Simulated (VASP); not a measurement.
Wanted: the native input for a VASP 6.6.1 run.

```
Task                   : single point
Functional             : PBEsol
Potentials or basis    : VASP PAW PBE potentials, release 64 (In_d, P)
Cutoff                 : 520 eV
k mesh                 : 6 × 6 × 6
Occupations            : gaussian, width 0.15 eV
Spin                   : no spin polarisation
Dipole correction      : no
Further INCAR settings : ALGO = Normal; EDIFF = 1e-06; NBANDS = 38
```

The structure of InP3 lies in POSCAR:

```
InP3
1.0
    3.4177878374      1.9732607279      3.4105513325
   -3.4177878374      1.9732607279      3.4105513325
    0.0000000000     -3.9465214559      3.4105513324
In P
2 6
Direct
    0.2732789115      0.2732789115      0.2732789115
    0.7267210885      0.7267210885      0.7267210885
    0.7947108827      0.2411926280      0.7947108827
    0.7947108827      0.7947108827      0.2411926280
    0.2411926280      0.7947108827      0.7947108827
    0.2052891173      0.7588073720      0.2052891173
    0.7588073720      0.2052891173      0.2052891173
    0.2052891173      0.2052891173      0.7588073720
```

This cell differs from its parent crystal: strain -0.080 along x and y, +0.040 along z.

These files were run (other wordings do the same):

INCAR

```
SYSTEM = InP3
ALGO = Normal
EDIFF = 1E-6
ENCUT = 520
GGA = PS
ISIF = 2
ISMEAR = 0
LASPH = .True.
LCHARG = .False.
LREAL = .False.
LWAVE = .False.
NBANDS = 38
NELM = 60
PREC = Accurate
SIGMA = 0.15
```

KPOINTS

```
k-points
0
Gamma
  6 6 6
  0 0 0
```

Potentials or basis: VASP PAW PBE potentials, release 64 (In_d, P).

Launch:

```console
$ cat potpaw_PBE.64/In_d/POTCAR potpaw_PBE.64/P/POTCAR > POTCAR
$ mpirun -np 1 vasp_std > vasp.out
```

It gave:

```
Pressure               : 17.6 GPa
Largest force          : 1.282 eV/Å
Band gap on the k mesh : zero (band 28 reaches 8.96 eV, above the bottom of band 29 at 8.15 eV)
```

Caveat: the cell differs from its parent crystal (strain -0.080 along x and y, +0.040 along z); the PAW data sets were made with another functional, which shifts forces and pressure a little; spin-orbit coupling is left out, which moves the levels of the heavy elements.

Wall time 4.2 min on 1 thread of AMD EPYC 7R13, with other jobs on the host, peak memory 0.27 GiB.
